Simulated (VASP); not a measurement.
A run of VASP 6.6.1 is set up as follows.

POSCAR

```
TiSi
1.0
    1.8161780000     -2.1176240000      0.0000000000
    1.8161780000      2.1176240000      0.0000000000
    0.0000000000      0.0000000000      3.8039340000
Ti Si
1 1
Direct
    0.5000000000      0.5000000000      0.0000000000
    0.0000000000      0.0000000000      0.5000000000
```

The input INCAR.step1:

```
  ALGO = Normal
  EDIFF = 1E-4
  ENCUT = 520
  GGA = PE
  ISMEAR = 0
  LASPH = T
  LCHARG = F
  LREAL = F
  LWAVE = T
  NBANDS = 15
  NELM = 100
  PREC = Accurate
  SIGMA = 0.1
```

Contents of INCAR.step2:

```
  ALGO = Normal
  EDIFF = 1E-7
  ENCUT = 520
  ISIF = 2
  ISMEAR = 0
  ISTART = 1
  LASPH = T
  LCHARG = T
  LELF = T
  LMIXTAU = T
  LREAL = F
  LVHAR = T
  LWAVE = F
  METAGGA = R2SCAN
  NBANDS = 15
  NELM = 100
  PREC = Accurate
  SIGMA = 0.1
```

Contents of KPOINTS:

```
k-points
0
Gamma
  4 4 2
```

Potentials or basis: VASP PAW PBE potentials, release 64 (Ti_sv, Si).

Launch:

```console
$ cat potpaw_PBE.64/Ti_sv/POTCAR potpaw_PBE.64/Si/POTCAR > POTCAR
$ cp INCAR.step1 INCAR
$ mpirun -np 1 vasp_std > vasp.out
$ cp INCAR.step2 INCAR
$ mpirun -np 1 vasp_std > vasp.out
```

**Question.** What does it give for the pressure?

**Answer.** -2.5 GPa.

**Question.** What does it give for the band gap on the k mesh?

**Answer.** Zero (bands 8 and 9 overlap by 1.59 eV).

Stress tensor (GPa, compression positive):
```
 2.06  0.00  0.00
 0.00 -5.70  0.00
 0.00  0.00 -3.94
```

Caveat: the k points lie up to 0.83 Å⁻¹ apart, too coarse for converged energies and pressures of a metal; the PAW data sets were made with another functional, which shifts forces and pressure a little.
